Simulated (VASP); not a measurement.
Here is a VASP 6.6.1 calculation.

File POSCAR:

```
Li
1.0
   -1.7831018518      1.7831018518      1.7831018518
    1.7831018518     -1.7831018518      1.7831018518
    1.7831018518      1.7831018518     -1.7831018518
Li
1
Direct
    0.0000000000      0.0000000000      0.0000000000
```

Contents of INCAR.step1:

```
SYSTEM = Li
  PREC = Accurate
  ENCUT = 520
  ISMEAR = -1
  SIGMA = 0.1
  LREAL = .FALSE.
  LASPH = .TRUE.
  NELM = 100
  NBANDS = 8
  GGA = PE
  ALGO = Normal
  EDIFF = 1E-4
  LWAVE = .TRUE.
  LCHARG = .FALSE.
```

INCAR.step2

```
SYSTEM = Li
  PREC = Accurate
  ENCUT = 520
  EDIFF = 1E-7
  ISMEAR = -1
  SIGMA = 0.1
  LREAL = .FALSE.
  LASPH = .TRUE.
  NELM = 100
  ALGO = Normal
  ISIF = 2
  LWAVE = .FALSE.
  LCHARG = .TRUE.
  METAGGA = R2SCAN
  LMIXTAU = .TRUE.
  LELF = .TRUE.
  LVHAR = .TRUE.
  NBANDS = 8
  ISTART = 1
```

KPOINTS

```
regular mesh
0
G
  21 21 21
  0 0 0
```

Potentials or basis: VASP PAW PBE potentials, release 64 (Li_sv).

Launch:

```bash
$ cat potpaw_PBE.64/Li_sv/POTCAR > POTCAR
$ cp INCAR.step1 INCAR
$ mpirun -np 1 vasp_std > vasp.out
$ cp INCAR.step2 INCAR
$ mpirun -np 1 vasp_std > vasp.out
```

Predict the band gap on the k mesh.

zero (an odd number of electrons rules out a gap without spin polarisation).
